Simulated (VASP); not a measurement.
# PbO: single point with PBE+D3(BJ)

PbO:

```xyz
4
Lattice="4.0743 0.0000 0.0000 0.0000 4.0239 0.0000 0.0000 0.0000 4.9825" Properties=species:S:1:pos:R:3 pbc="T T T"
Pb    0.0000    2.0119    1.1844
Pb    2.0371    0.0000    3.7981
O     0.0000    0.0000    0.0000
O     2.0371    2.0119    0.0000
```

This cell differs from its parent crystal: uniaxial strain along a: +1.0 %.

```json
{
  "Program": "VASP 6.6.1",
  "Task": "single point",
  "Functional": "PBE",
  "Dispersion": "D3(BJ)",
  "Potentials or basis": "VASP PAW PBE potentials, release 64 (Pb_d, O)",
  "Cutoff": "600 eV",
  "k mesh": "8 × 8 × 6",
  "Occupations": "gaussian, width 0.02 eV",
  "Spin": "no spin polarisation",
  "Dipole correction": "no",
  "Further INCAR settings": "ALGO = Normal; EDIFF = 1e-06; NBANDS = 28"
}
```

The pressure is -0.4 GPa, the largest force is 0.089 eV/Å and the band gap on the k mesh is 1.29 eV (least direct gap 2.19 eV). The dispersion energy per atom is -0.232 eV.

Forces on the atoms (eV/Å):
```
Pb   0.000  0.000 -0.002
Pb   0.000  0.000  0.002
O    0.000  0.000 -0.089
O    0.000  0.000  0.089
```

Stress tensor (GPa, compression positive):
```
-0.88  0.00  0.00
 0.00 -0.08  0.00
 0.00  0.00 -0.19
```

Levels at points of the mesh, in eV from the valence-band top:
```
           k point  band 18  band 19  band 20  band 21  band 22  band 23
(0.00, 0.00, 0.00)    -1.51    -1.48    -0.03     2.37     5.47     5.57
(0.50, 0.00, 0.00)    -2.80    -1.45    -1.45     3.42     3.42     6.49
(0.00, 0.50, 0.00)    -2.79    -1.46    -1.46     3.44     3.44     6.49
(0.50, 0.50, 0.00)    -1.50    -0.90    -0.90     1.29     1.29     5.36
(0.00, 0.00, 0.50)    -1.55    -1.50    -0.69     1.91     3.88     4.10
(0.50, 0.00, 0.50)    -2.76    -0.82    -0.82     3.10     3.10     6.27
(0.00, 0.50, 0.50)    -2.75    -0.85    -0.85     3.17     3.17     6.12
(0.50, 0.50, 0.50)    -2.12    -0.90    -0.90     3.56     3.56     4.81
```

Run time: 120 s on 1 thread of Intel(R) Xeon(R) 6975P-C (Granite Rapids) (shared host), peak memory 0.38 GiB.

Caveat: the cell differs from its parent crystal (uniaxial strain along a: +1.0 %); spin-orbit coupling is left out, which moves the levels of the heavy elements. A k mesh can miss the band edges.
